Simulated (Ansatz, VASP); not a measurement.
**Two plane-wave programs on Os**

```
Os
1.0
     0.00000    2.73633    2.73633
     2.73633    0.00000    2.73633
     2.73633    2.73633    0.00000
Os
2
Direct
  0.12500 0.12500 0.12500
  0.87500 0.87500 0.87500
```

Alike in both runs: functional LDA; k mesh 10 × 10 × 10; occupations fermi-dirac, width 0.1 eV; no spin polarisation.

Ansatz relaxed the structure, and its values are those at the end. VASP's run is a single point on that final structure, the one shown.

|  | VASP | Ansatz |
| --- | --- | --- |
| version | VASP 6.6.1 | Ansatz 0.2.0 |
| potentials or method | VASP PAW LDA potentials, release 64 (Os_sv_GW), cutoff 560 eV | plane waves (420 eV) with PAW, scalar-relativistic |
| valence electrons in the cell | 32 | 32 |

```tsv
	VASP	Ansatz	Ansatz less VASP
pressure (GPa)	0.3	0.0	-0.27
```

Ansatz warns that its potentials were made for another functional, while VASP's fit it. LDA's correlation is that of Perdew and Zunger in VASP and of Perdew and Wang (1992) in Ansatz.

Neither program's run includes spin-orbit coupling.
